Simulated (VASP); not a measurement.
Input of a VASP 6.6.1 run:

Contents of INCAR:

```
SYSTEM = SrCo2P2
PREC     = Accurate       ! precision mode
ENCUT    = 600            ! plane-wave cutoff, eV
EDIFF    = 1E-7           ! SCF threshold, eV
ISMEAR   = 0              ! smearing method
SIGMA    = 0.05           ! smearing width, eV
LREAL    = .FALSE.        ! projectors in reciprocal space
LASPH    = .TRUE.         ! aspherical terms in the spheres
NELM     = 100            ! most SCF steps
ALGO     = Normal         ! electronic algorithm
ISIF     = 3              ! what is computed and relaxed
LWAVE    = .FALSE.        ! write WAVECAR
LCHARG   = .FALSE.        ! write CHGCAR
GGA      = PS             ! functional
IBRION   = 2              ! ionic algorithm
NSW      = 80             ! ionic steps
EDIFFG   = -0.01          ! ionic threshold
PSTRESS  = 62.0
```

Contents of KPOINTS:

```
regular mesh
0
G
  12 12 12
  0 0 0
```

POSCAR

```
SrCo2P2
1.0
   -1.8100409833      1.8100409833      5.5250636895
    1.8100409833     -1.8100409833      5.5250636895
    1.8100409833      1.8100409833     -5.5250636895
Sr Co P
1 2 2
Direct
    0.0000000000      0.0000000000      0.0000000000
    0.7500000000      0.2500000000      0.5000000000
    0.2500000000      0.7500000000      0.5000000000
    0.3568864710      0.3568864710      0.0000000000
    0.6431135290      0.6431135290      0.0000000000
```

Potentials or basis: VASP PAW PBE potentials, release 64 (Sr_sv, Co, P).

The run is started by

```bash
$ cat potpaw_PBE.64/Sr_sv/POTCAR potpaw_PBE.64/Co/POTCAR potpaw_PBE.64/P/POTCAR > POTCAR
$ mpirun -np 1 vasp_std > vasp.out
```

(1) What does it give for the relaxed volume?

(2) Predict the relaxed cell.

Answers

(1) 14.95 Å³/atom.

(2) a = 6.207 Å, b = 6.207 Å, c = 6.207 Å, α = 145.92°, β = 145.92°, γ = 48.96°.

Caveat: the cell is relaxed towards a set pressure, so the run minimises the enthalpy, not the energy; the PAW data sets were made with another functional, which shifts forces and pressure a little; the run has no spin polarisation, though such a crystal can be magnetic.
